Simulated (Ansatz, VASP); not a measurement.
**Two plane-wave programs on Pt**

```
Pt
1.0
     2.76067    0.00000    0.00000
    -1.38033    2.39081    0.00000
     0.00000    0.00000    4.79213
Pt
2
Direct
  0.66667 0.33333 0.75000
  0.33333 0.66667 0.25000
```

Alike in both runs: task single point; functional LDA; k mesh 7 × 7 × 4; non-collinear spin, spin-orbit coupling.

|  | VASP | Ansatz |
| --- | --- | --- |
| version | VASP 6.6.1 | Ansatz 0.2.0 |
| potentials or method | VASP PAW LDA potentials, release 64 (Pt) | plane waves, PAW |
| plane-wave cutoff (eV) | 500 | 420 |
| occupations | methfessel-paxton of order 1, width 0.02 eV | cold, width 0.02 eV |
| valence electrons in the cell | 20 | 36 |

```csv
,VASP,Ansatz,Ansatz less VASP
net moment per atom (μB),0.00,0.00,0.000
```

LDA's correlation is that of Perdew and Zunger in VASP and of Perdew and Wang (1992) in Ansatz. VASP's potentials hold 20 valence electrons a cell and Ansatz's 36, so a difference there can come from the potentials and not from the codes.

The k mesh is coarse, so the values compare programs but aren't converged.
